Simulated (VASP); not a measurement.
A run of VASP 6.6.1 is set up as follows.

Contents of INCAR:

```
SYSTEM = AgPbF4
PREC = Accurate
ENCUT = 520
EDIFF = 1E-6
ISMEAR = 0
SIGMA = 0.1
LREAL = .FALSE.
LASPH = .TRUE.
NELM = 100
ALGO = Normal
ISIF = 2
LWAVE = .FALSE.
LCHARG = .TRUE.
GGA = PE
LELF = .TRUE.
LVHAR = .TRUE.
NBANDS = 36
```

KPOINTS

```
regular mesh
0
G
  6 6 2
  0 0 0
```

The input POSCAR:

```
AgPbF4
1.0
    3.4976721900      0.0000000000      0.0000000000
   -1.7488361000      3.0290729700      0.0000000000
    0.0000000000      0.0000000000      7.5549719400
Ag Pb F
1 1 4
Direct
    0.0000000000      0.0000000000      0.5000000000
    0.0000000000      0.0000000000      0.0000000000
    0.3333333300      0.6666666700      0.2500000000
    0.3333333300      0.6666666700      0.7500000000
    0.6666666700      0.3333333300      0.2500000000
    0.6666666700      0.3333333300      0.7500000000
```

Potentials or basis: VASP PAW PBE potentials, release 64 (Ag, Pb_d, F).

Launch:

```bash
$ cat potpaw_PBE.64/Ag/POTCAR potpaw_PBE.64/Pb_d/POTCAR potpaw_PBE.64/F/POTCAR > POTCAR
$ mpirun -np 1 vasp_std > vasp.out
```

(1) Predict the largest force.

(2) Estimate the pressure.

## Answers

(1) 0.716 eV/Å.

(2) 14.1 GPa.

Caveat: the k points lie up to 0.42 Å⁻¹ apart; an odd number of electrons without spin polarisation forces a metal; a magnetic or distorted state may lie lower.
